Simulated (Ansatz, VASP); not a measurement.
# Two plane-wave programs on Cd

```xyz
1
Lattice="0.0000 2.1286 2.1286 2.1286 0.0000 2.1286 2.1286 2.1286 0.0000" Properties=species:S:1:pos:R:3 pbc="T T T"
Cd    0.0000    0.0000    0.0000
```

Alike in both runs: task single point; functional PBEsol; k mesh 14 × 14 × 14; occupations fermi-dirac, width 0.1 eV; no spin polarisation.

|  | VASP | Ansatz |
| --- | --- | --- |
| version | VASP 6.6.1 | Ansatz 0.2.0 |
| potentials or method | VASP PAW PBE potentials, release 64 (Cd), cutoff 520 eV | plane waves (420 eV) with PAW, scalar-relativistic |
| valence electrons in the cell | 12 | 20 |

Ansatz gave:

| Property | Result |
| --- | --- |
| pressure (GPa) | 6.2 |

Task: Which values does VASP return?

Result: Pressure (GPa): 6.7.

VASP's potentials were made for PBE, not for PBEsol, and Ansatz warns of the same on its side. VASP's potentials hold 12 valence electrons a cell and Ansatz's 20, so a difference there can come from the potentials and not from the codes.
